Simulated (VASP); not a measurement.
The system is BeZn3Te4.

```
Be Zn Te
1.0
    -2.97500    2.97500    5.95000
     2.97500   -2.97500    5.95000
     2.97500    2.97500   -5.95000
Be Zn Te
1 3 4
Cartesian
  0.0000 0.0000 0.0000
  2.9750 0.0000 2.9750
  0.0000 2.9750 2.9750
  0.0000 0.0000 5.9500
  1.4577 1.4578 4.4030
  1.5172 1.5172 -1.5470
  -1.4577 1.4577 7.4970
  1.4578 -1.4578 7.4970
```

| Quantity | Value |
| --- | --- |
| Program | VASP 6.6.1 |
| Task | relaxation of cell and atoms |
| Functional | PBE |
| Potentials or basis | VASP PAW PBE potentials, release 64 (Be, Zn, Te) |
| Cutoff | 600 eV |
| k mesh | 4 × 4 × 4 |
| Occupations | gaussian, width 0.2 eV |
| Spin | no spin polarisation |

At the start: pressure 4.0 GPa; volume 26.33 Å³/atom.

Problem. How do energy, volume and symmetry change on relaxing?

Solution. Over 7 steps the energy falls by 103.6 meV/atom and the volume is 27.74 Å³/atom (+5.3 %); space group I-42m (No. 121, to 0.05 Å).

Step by step:
```
step  energy change (eV)  largest force (eV/Å)  pressure (GPa)  volume (Å³)
   1              0.0000                1.6466            4.00       210.64
   2             -0.5281                0.8570           -1.42       231.33
   3             -0.5322                0.7984           -1.78       233.27
   4             -0.7330                0.4953           -1.00       227.50
   5             -0.8218                0.1690            0.10       221.00
   6             -0.8272                0.0858            0.01       221.46
   7             -0.8286                0.0297           -0.13       221.91
```

Final structure:
```cif
data_structure
_symmetry_space_group_name_H-M 'P 1'
_symmetry_Int_Tables_number 1
_cell_length_a 7.4090
_cell_length_b 7.4090
_cell_length_c 7.4090
_cell_angle_alpha 131.729
_cell_angle_beta 131.729
_cell_angle_gamma 70.658
_cell_volume 221.91
loop_
_atom_site_label
_atom_site_type_symbol
_atom_site_fract_x
_atom_site_fract_y
_atom_site_fract_z
_atom_site_occupancy
Be1 Be 0.00000 0.00000 0.00000 1
Zn1 Zn 0.25000 0.75000 0.50000 1
Zn2 Zn 0.75000 0.25000 0.50000 1
Zn3 Zn 0.50000 0.50000 0.00000 1
Te1 Te 0.64607 0.64607 0.52995 1
Te2 Te 0.11612 0.11612 0.47005 1
Te3 Te 0.88388 0.35393 0.00000 1
Te4 Te 0.35393 0.88388 0.00000 1
```

Caveat: the relaxation stopped at a loose force limit of 0.08 eV/Å, so its end isn't a converged minimum.
